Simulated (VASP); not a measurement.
A run of VASP 6.6.1 is set up as follows.

Contents of INCAR:

```
  PREC = Accurate
  ENCUT = 520
  EDIFF = 1E-6
  ISMEAR = -1
  SIGMA = 0.05
  LREAL = F
  LASPH = T
  NELM = 80
  ALGO = Normal
  ISIF = 2
  LWAVE = F
  LCHARG = F
  GGA = PE
  IVDW = 12
  NBANDS = 26
```

Contents of KPOINTS:

```
regular mesh
0
Gamma
  11 11 11
```

POSCAR

```
NbAs
1.0
   -1.7199136083      1.7199136083      5.7798275695
    1.7199136083     -1.7199136083      5.7798275695
    1.7199136083      1.7199136083     -5.7798275695
Nb As
2 2
Direct
    0.4986224440     -0.0013775560      0.5000000000
    0.7486224440      0.7486224440      0.0000000000
    0.9173775560      0.4173775560      0.5000000000
    0.1673775560      0.1673775560      0.0000000000
```

Potentials or basis: VASP PAW PBE potentials, release 64 (Nb_sv, As).

Command:

```console
$ cat potpaw_PBE.64/Nb_sv/POTCAR potpaw_PBE.64/As/POTCAR > POTCAR
$ mpirun -np 1 vasp_std > vasp.out
```

Estimate the band gap on the k mesh.

0.06 eV, indirect (least direct gap 0.10 eV).

Estimate the dispersion energy per atom.

-0.647 eV.

Predict the pressure.

0.0 GPa.

A k mesh can miss the band edges.
